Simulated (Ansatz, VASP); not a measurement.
Ta2N in VASP and in Ansatz

```
Ta N
1.0
     3.07826   -0.16161    0.00000
    -1.67909    2.74666    0.00000
     0.00000    0.00000    4.57068
Ta N
2 1
Direct
  0.66667 0.33333 0.74637
  0.33333 0.66667 0.25363
  0.00000 0.00000 0.00000
```

Change from the starting cell: engineering shear strain xy -0.1050, normal strain along z -0.0525.

Alike in both runs: task single point; functional PBEsol; k mesh 15 × 15 × 8; occupations gaussian, width 0.15 eV; no spin polarisation.

|  | VASP | Ansatz |
| --- | --- | --- |
| version | VASP 6.6.1 | Ansatz 0.2.0 |
| potentials or method | VASP PAW PBE potentials, release 64 (Ta_pv, N), cutoff 520 eV | scalar-relativistic, plane waves, PAW |
| valence electrons in the cell | 27 | 31 |

Ansatz gave:

```
gap on the k mesh at the Fermi level (eV)                     : none
pressure (GPa)                                                : 22.0
traceless stress, the component that is largest in VASP (GPa) : 19.54
rms of the force components (eV/Å)                            : 0.118
```

Question: What did VASP give for the same quantities?

Answer: gap on the k mesh at the Fermi level (eV): none; pressure (GPa): 22.8; traceless stress, the component that is largest in VASP (GPa): 19.64; rms of the force components (eV/Å): 0.148.

VASP's potentials were made for PBE, not for PBEsol, and Ansatz warns of the same on its side. Atom by atom the forces differ by 0.032 eV/Å (rms over components). A gap of «none» marks a metal or a gap that the smearing closes. VASP's potentials hold 27 valence electrons a cell and Ansatz's 31, so a difference there can come from the potentials and not from the codes.

Neither program's run includes spin-orbit coupling.
